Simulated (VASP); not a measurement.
Wanted: the native input for a VASP 6.6.1 run.

```yaml
Task: single point
Functional: PBE
Potentials_or_basis: VASP PAW PBE potentials, release 64 (Mo_sv)
Cutoff: 520 eV
k_mesh: 5 × 5 × 5
Occupations: fermi-dirac, width 0.1 eV
Spin: no spin polarisation
Dipole_correction: no
Further_INCAR_settings: ALGO = Normal; EDIFF = 1e-07; NBANDS = 13
```

The structure of Mo lies in POSCAR:

```
Mo
1.0
   -1.5813793950      1.5813793950      1.5813793950
    1.5813793950     -1.5813793950      1.5813793950
    1.5813793950      1.5813793950     -1.5813793950
Mo
1
Direct
    0.0000000000      0.0000000000      0.0000000000
```

One way to write it, as run:

INCAR

```
ALGO = Normal ; EDIFF = 1E-7
ENCUT = 520 ; GGA = PE
ISIF = 2 ; ISMEAR = -1
LASPH = T ; LCHARG = F
LREAL = F ; LWAVE = F
NBANDS = 13 ; NELM = 80
PREC = Accurate ; SIGMA = 0.1
```

KPOINTS

```
k-points
0
Gamma
  5 5 5
```

Potentials or basis: VASP PAW PBE potentials, release 64 (Mo_sv).

The run is started by

```console
$ cat potpaw_PBE.64/Mo_sv/POTCAR > POTCAR
$ mpirun -np 1 vasp_std > vasp.out
```

Results of the run:

```json
{"Pressure": "-2.1 GPa", "Band gap on the k mesh": "zero (band 7 reaches 14.62 eV, above the bottom of band 8 at 11.10 eV)"}
```

Caveat: the k points lie up to 0.56 Å⁻¹ apart.

Run time: 4.2 s on 1 thread of Intel Xeon 8259CL, with other jobs on the host, peak memory 0.12 GiB.
